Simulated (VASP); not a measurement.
## AgI: single point with PBE

The system is AgI.

```
Ag I
1.0
     4.65084    0.00000    0.00000
    -2.32542    4.02775    0.00000
     0.00000    0.00000    7.59926
Ag I
2 2
Direct
  0.33333 0.66667 0.00000
  0.66667 0.33333 0.50000
  0.33333 0.66667 0.37500
  0.66667 0.33333 0.87500
```

| Property | Result |
| --- | --- |
| Program | VASP 6.6.1 |
| Task | single point |
| Functional | PBE |
| Potentials or basis | VASP PAW PBE potentials, release 64 (Ag, I) |
| Cutoff | 500 eV |
| k mesh | 6 × 6 × 4 |
| Occupations | gaussian, width 0.01 eV |
| Spin | non-collinear spin, zero start, spin-orbit coupling |
| Starting moments | [[0.0, 0.0, 0.0], [0.0, 0.0, 0.0], [0.0, 0.0, 0.0], [0.0, 0.0, 0.0]] μB |

- Pressure: 0.6 GPa
- Net moment: 0.00 μB per cell
- Valence electrons inside the program's atomic spheres: Ag 9.80; I 4.28

Moments on the atoms (μB; x, y, z):
```
Ag  0.00 0.00 0.00
Ag  0.00 0.00 0.00
I   0.00 0.00 0.00
I   0.00 0.00 0.00
```

Run time: 6.8 min on 1 thread of Intel(R) Xeon(R) Platinum 8488C (Sapphire Rapids), on a shared host, peak memory 0.68 GiB.
